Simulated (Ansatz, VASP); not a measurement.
Mg2SO in VASP and in Ansatz

INCAR

```
SYSTEM = Mg2SO
  ALGO = Normal
  EDIFF = 1E-7
  ENCUT = 520
  GGA = PE
  ISIF = 2
  ISMEAR = -1
  LASPH = .TRUE.
  LCHARG = .FALSE.
  LREAL = .FALSE.
  LWAVE = .FALSE.
  NBANDS = 16
  NELM = 100
  PREC = Accurate
  SIGMA = 0.02
```

File KPOINTS:

```
k-points
0
G
  8 8 6
  0 0 0
```

The input POSCAR:

```
Mg2SO
1.0
    3.8865374906      0.0000000000      0.0000000000
    0.0000000000      3.8865374906      0.0000000000
    0.0000000000      0.0000000000      4.1578326860
O Mg S
1 2 1
Direct
    0.0000000000      0.0000000000      0.0000000000
    0.0000000000      0.5000000000      0.8443524726
    0.5000000000      0.0000000000      0.1556475274
    0.5000000000      0.5000000000      0.5000000000
```

Input for Ansatz:

```yaml
crystal:
  lattice:
    - [3.8865374906, 0.0, 0.0]
    - [0.0, 3.8865374906, 0.0]
    - [0.0, 0.0, 4.157832686]
  atoms:
    - { symbol: O, position: [0.0, 0.0, 0.0] }
    - { symbol: Mg, position: [0.0, 0.5, 0.8443524726] }
    - { symbol: S, position: [0.5, 0.5, 0.5] }
    - { symbol: Mg, position: [0.5, 0.0, 0.1556475274] }
kpoints:
  mp_grid: { grid: [8, 8, 6] }
  band_path:
    path:
      - [0.0, 0.0, 0.0]
      - [0.0, 0.5, 0.0]
      - [0.5, 0.5, 0.0]
      - [0.0, 0.0, 0.5]
      - [0.0, 0.5, 0.5]
      - [0.5, 0.5, 0.5]
    npoints: 1
hamiltonian:
  xc: pbe
scf:
  occupations: { method: fermi_dirac, width: 0.02 }
  n_extra_bands: 5
output:
  forces: true
  stress: true
  eigenvalues: true
  write_density: true
  write_potential: true
  elf: true
  volumetric_format: npy
```

Change from the starting cell: epitaxial_xy strain +5.8%.

Alike in both runs: task single point; functional PBE; k mesh 8 × 8 × 6; occupations fermi-dirac, width 0.02 eV; no spin polarisation.

|  | VASP | Ansatz |
| --- | --- | --- |
| version | VASP 6.6.1 | Ansatz 0.2.0 |
| potentials or method | VASP PAW PBE potentials, release 64 (O, Mg, S) | plane waves, PAW |
| plane-wave cutoff (eV) | 520 | 420 |
| valence electrons in the cell | 16 | 32 |

Ansatz gave:

```
gap on the k mesh at the Fermi level (eV) : 2.56
pressure (GPa)                            : 1.8
rms of the force components (eV/Å)        : 0.004
```

Problem. What did VASP give for the same quantities?

Solution. gap on the k mesh at the Fermi level (eV): 2.54; pressure (GPa): 1.6; rms of the force components (eV/Å): 0.004.

The functional is the same, so the differences come from potentials, cutoffs and numerics. VASP's potentials hold 16 valence electrons a cell and Ansatz's 32, so a difference there can come from the potentials and not from the codes.
